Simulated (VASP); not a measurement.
SnO2, 6 atoms in the cell. The typed cell holds 6 atoms: a = 4.760 Å, b = 4.760 Å, c = 3.105 Å, α = 90.00°, β = 90.00°, γ = 90.00°.  This cell differs from its parent crystal: strain +0.000 along x and y, -0.030 along z.

```yaml
Program: VASP 6.6.1
Task: single point
Functional: r2SCAN
Potentials_or_basis: VASP PAW PBE potentials, release 64 (Sn_d, O)
Cutoff: 520 eV
k_mesh: 6 × 6 × 8
Occupations: gaussian, width 0.05 eV
Spin: no spin polarisation
Dipole_correction: no
Further_INCAR_settings: ALGO = Normal; EDIFF = 1e-06; NBANDS = 35
```

Potentials or basis: VASP PAW PBE potentials, release 64 (Sn_d, O).

Command:

```console
$ cat potpaw_PBE.64/Sn_d/POTCAR potpaw_PBE.64/O/POTCAR > POTCAR
$ cp INCAR.step1 INCAR
$ mpirun -np 1 vasp_std > vasp.out
$ cp INCAR.step2 INCAR
$ mpirun -np 1 vasp_std > vasp.out
```

Hardware: 1 thread of Oxide Virtual Turin-like Processor, with other jobs on the host.

Question: How long does it take, and how much memory?

Answer: It took 12 min on 1 thread of Oxide Virtual Turin-like Processor, with other jobs on the host, peak memory 0.25 GiB. Counts: k points 80.
